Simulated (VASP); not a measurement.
# Pd (P6_3/mmc) in VASP: a series of runs, part 2 of 2

VASP 6.6.1.

**4. Single point, PBEsol-based global hybrid with 25 % exact exchange**

This run uses another cell than the first one, of 14.31 Å³/atom.

POSCAR reads:

```
Pd
1.0
    2.6883499402      0.0000000000      0.0000000000
   -1.3441749701      2.3281793425      0.0000000000
    0.0000000000      0.0000000000      4.5735170709
Pd
2
Direct
    0.3333333333      0.6666666667      0.2500000000
    0.6666666667      0.3333333333      0.7500000000
```

INCAR.step1 reads:

```
SYSTEM = Pd
ALGO = Normal
EDIFF = 1E-5
ENCUT = 520
GGA = PE
ISIF = 2
ISMEAR = -1
LASPH = .TRUE.
LCHARG = .FALSE.
LREAL = .FALSE.
LWAVE = .TRUE.
NBANDS = 17
NELM = 60
PREC = Accurate
SIGMA = 0.05
```

INCAR.step2 reads:

```
SYSTEM = Pd
AEXX = 0.25
ALGO = Normal
EDIFF = 1E-6
ENCUT = 520
GGA = PS
ISIF = 2
ISMEAR = -1
ISTART = 1
LASPH = .TRUE.
LCHARG = .FALSE.
LHFCALC = .TRUE.
LREAL = .FALSE.
LWAVE = .FALSE.
NBANDS = 17
NELM = 60
PREC = Accurate
PRECFOCK = Normal
SIGMA = 0.05
```

KPOINTS reads:

```
k-points
0
G
  6 6 3
  0 0 0
```

Potentials or basis: VASP PAW PBE potentials, release 64 (Pd).

On the command line:

```bash
$ cat potpaw_PBE.64/Pd/POTCAR > POTCAR
$ cp INCAR.step1 INCAR
$ mpirun -np 1 vasp_std > vasp.out
$ cp INCAR.step2 INCAR
$ mpirun -np 1 vasp_std > vasp.out
```

OUTCAR:

```text
SYSTEM = Pd
   AEXX = 0.25
   EDIFF = 1E-6
   ENCUT = 520
   GGA = PS
   ISIF = 2
   ISMEAR = -1
   ISTART = 1
   LASPH = .TRUE.
   LHFCALC = .TRUE.
   LREAL = .FALSE.
   NELM = 60
   PREC = Accurate
   PRECFOCK = Normal

 ion  position               nearest neighbor table
   1  0.333  0.667  0.250-   2 2.76   2 2.76   2 2.76   2 2.76   2 2.76   2 2.76
   2  0.667  0.333  0.750-   1 2.76   1 2.76   1 2.76   1 2.76   1 2.76   1 2.76

  LATTYP: Found a hexagonal cell.
 ALAT       =     2.6883499402
 C/A-ratio  =     1.7012357664

  Lattice vectors:

 A1 = (   2.6883499402,   0.0000000000,   0.0000000000)
 A2 = (  -1.3441749701,   2.3281793425,   0.0000000000)
 A3 = (   0.0000000000,   0.0000000000,   4.5735170709)

Analysis of symmetry for initial positions (statically):
=====================================================================
 Subroutine PRICEL returns:
 Original cell was already a primitive cell.

 Routine SETGRP: Setting up the symmetry group for a
 hexagonal supercell.

 Subroutine GETGRP returns: Found 24 space group operations
 (whereof 12 operations were pure point group operations)
 out of a pool of 24 trial point group operations.

The static configuration has the point symmetry D_3d.
 The point group associated with its full space group is D_6h.

Analysis of symmetry for dynamics (positions and initial velocities):
=====================================================================
 Subroutine PRICEL returns:
 Original cell was already a primitive cell.

 Routine SETGRP: Setting up the symmetry group for a
 hexagonal supercell.

 Subroutine GETGRP returns: Found 24 space group operations
 (whereof 12 operations were pure point group operations)
 out of a pool of 24 trial point group operations.

The dynamic configuration has the point symmetry D_3d.
 The point group associated with its full space group is D_6h.
[... 111 lines left out ...]
  Thomas-Fermi vector in A             =   2.570026
   LORBIT       =      0    0 simple, 1 ext, 2 COOP (PROOUT), +10 PAW based schemes
   GGA     = PS    functional components
   LHFCALC =     T    Hartree Fock is set to
   PRECFOCK=normal    Normal, Fast or Accurate (Low or Medium for compatibility)
   ENCUT4O =  -1.0   cutoff for four orbital integrals eV
   NKREDX  =     1    reduce k-point grid by
   NKREDY  =     1    reduce k-point grid by
   NKREDZ  =     1    reduce k-point grid by
   AEXX    =    0.2500 exact exchange contribution
   HFSCREEN=    0.0000 screening length (either q_TF or 0.3 A-1)
   HFSCREENC=   0.0000 screening length for correlation (either q_TF or 0.3 A-1)
   ENCUTFOCK=  -1.0 apply spherical cutoff to Coloumb kernel
   IVDW    =     0    specifies the selected vdW correction
   LEPSILON=     F    determine dielectric tensor
   LRPA    =     F    only Hartree local field effects (RPA)
 non-spin polarized calculation
  energy-cutoff  :      520.00
  volume of cell :       28.63
 maximum number of plane-waves:       789
 NGX is ok and might be reduce to    20
  NGX = 16; NGY = 16; NGZ = 28

 number of electron      19.9999993 magnetization

 Free energy of the ion-electron system (eV)
  ---------------------------------------------------
  ext. energy  EPLUGINS =         0.00000000
  ---------------------------------------------------
  free energy    TOTEN  =       -14.13066293 eV

  energy without entropy =      -14.12706932  energy(sigma->0) =      -14.12886612

 E-fermi :   9.5651     XC(G=0): -10.6002

 val. band max:        9.0576708374   @ k =   0.3333   0.1667   0.0000
 cond. band min:       9.6923599778   @ k =   0.1667   0.1667   0.3333
 fundamental gap:      0.6346891404
 Fermi energy:         9.5650763997

 k-point     1 :       0.0000    0.0000    0.0000
  band No.  band energies     occupation
      1       1.1999      2.00000
      2       2.7962      2.00000
      3       5.2190      2.00000
      4       5.5689      2.00000
      5       5.5689      2.00000
      6       5.9495      2.00000
[... 257 lines left out ...]
      4       4.9078      2.00000
      5       5.5956      2.00000
      6       5.5956      2.00000
[... 9 lines left out ...]
     16      21.8276      0.00000
     17      29.8196      0.00000

------------------------ aborting loop because EDIFF is reached ----------------------------------------

  FORCE on cell =-STRESS in cart. coord.  units (eV):
  Direction    XX          YY          ZZ          XY          YZ          ZX
  --------------------------------------------------------------------------------------
  -------------------------------------------------------------------------------------
  Total        0.0290458      0.0290458      0.0361300     -0.0000000     -0.0000000     -0.0000000
  in kB        1.6257065      1.6257065      2.0222108     -0.0000000     -0.0000000     -0.0000000
  external PRESSURE =       1.7578746 kB  Pullay stress =       0.0000000 kB

 VOLUME and BASIS-vectors are now :
 -----------------------------------------------------------------------------
  energy-cutoff  :      520.00
  volume of cell :       28.63
      direct lattice vectors                 reciprocal lattice vectors
     2.688349940  0.000000000  0.000000000     0.371975384  0.214760088  0.000000000
    -1.344174970  2.328179342  0.000000000     0.000000000  0.429520176  0.000000000
     0.000000000  0.000000000  4.573517071     0.000000000  0.000000000  0.218650108

 POSITION                                       TOTAL-FORCE (eV/Angst)
 -----------------------------------------------------------------------------------
     -0.00000      1.55212      1.14338        -0.000000      0.000000     -0.000000
      1.34417      0.77606      3.43014         0.000000      0.000000      0.000000
 -----------------------------------------------------------------------------------
    total drift:                                0.000000     -0.000000      0.000000

  FREE ENERGIE OF THE ION-ELECTRON SYSTEM (eV)
  ---------------------------------------------------
  free  energy   TOTEN  =       -14.1306629312 eV

  energy  without entropy=      -14.1270693176  energy(sigma->0) =      -14.12886612
```

OUTCAR.step1:

```text
SYSTEM = Pd
   EDIFF = 1E-5
   ENCUT = 520
   GGA = PE
   ISIF = 2
   ISMEAR = -1
   LASPH = .TRUE.
[... 491 lines left out ...]
     -0.00000      1.55212      1.14338        -0.000000      0.000000      0.000000
      1.34417      0.77606      3.43014         0.000000     -0.000000      0.000000
 -----------------------------------------------------------------------------------
    total drift:                               -0.000000      0.000000     -0.000000

  FREE ENERGIE OF THE ION-ELECTRON SYSTEM (eV)
  ---------------------------------------------------
  free  energy   TOTEN  =       -10.3646685605 eV

  energy  without entropy=      -10.3338702676  energy(sigma->0) =      -10.34926941
```

OSZICAR.step1:

```text
N       E                     dE             d eps       ncg     rms          rms(c)
DAV:   1     0.114310985269E+03    0.11431E+03   -0.10677E+04   476   0.118E+03
DAV:   2    -0.925736866446E+01   -0.12357E+03   -0.11738E+03   495   0.263E+02
DAV:   3    -0.109569804812E+02   -0.16996E+01   -0.16908E+01   582   0.347E+01
DAV:   4    -0.109675106169E+02   -0.10530E-01   -0.10529E-01   588   0.261E+00
DAV:   5    -0.109676600493E+02   -0.14943E-03   -0.14943E-03   575   0.322E-01    0.120E+01
DAV:   6    -0.104056671270E+02    0.56199E+00   -0.10669E+00   531   0.110E+01    0.585E+00
DAV:   7    -0.103716830647E+02    0.33984E-01   -0.27647E-02   569   0.167E+00    0.259E+00
DAV:   8    -0.103647092691E+02    0.69738E-02   -0.35671E-03   512   0.467E-01    0.169E-01
DAV:   9    -0.103646602601E+02    0.49009E-04   -0.64205E-05   552   0.807E-02    0.550E-02
DAV:  10    -0.103646685605E+02   -0.83004E-05   -0.53548E-06   369   0.184E-02
   1 F= -.10364669E+02 E0= -.10349269E+02  d E =-.307983E-01
```

It took 34 min on 1 thread of Oxide Virtual Turin-like, shared host; peak memory 0.13 GiB.

Results:

```
Free energy            : -14.1307 eV
Pressure               : 0.2 GPa
Band gap on the k mesh : zero (bands 10 and 11 overlap by 1.76 eV)
```

Caveat: the k points lie up to 0.46 Å⁻¹ apart, too coarse for converged energies and pressures of a metal; the PAW data sets were made with another functional, which shifts forces and pressure a little.

**5. The runs side by side**

```tsv
task	level	potentials or basis	spin	cell	k mesh	cutoff (eV)	grid for exact exchange (PRECFOCK)	share of exact exchange	gap on the mesh (eV)	pressure (GPa)
relaxation of cell and atoms	PBEsol	VASP PAW PBE potentials, release 64 (Pd)	off	relaxed from a = 2.784, b = 2.784, c = 4.629 Å, angles 90.0, 90.0, 120.0°, 2 atoms	11 × 11 × 6	600	-	-	none	0.0
single point	LDA	VASP PAW LDA potentials, release 64 (Pd)	non-collinear, zero start, SOC	a = 2.784, b = 2.784, c = 4.629 Å, angles 90.0, 90.0, 120.0°, 2 atoms	8 × 8 × 5	520	-	-	-	-15.2
single point	PBEsol-based global hybrid with 25 % exact exchange	VASP PAW PBE potentials, release 64 (Pd)	off	a = 2.688, b = 2.688, c = 4.574 Å, angles 90.0, 90.0, 120.0°, 2 atoms	6 × 6 × 3	520	Normal	0.25	none	0.2
```

Alike in all rows: smearing fermi-dirac 0.05 eV.

Caveats: some runs use coarse meshes; the PAW data sets were made with another functional, which shifts forces and pressure a little (at least some runs); the cell stands under tension (at least some runs).

Absolute energies hang on the potentials; compare differences alone.
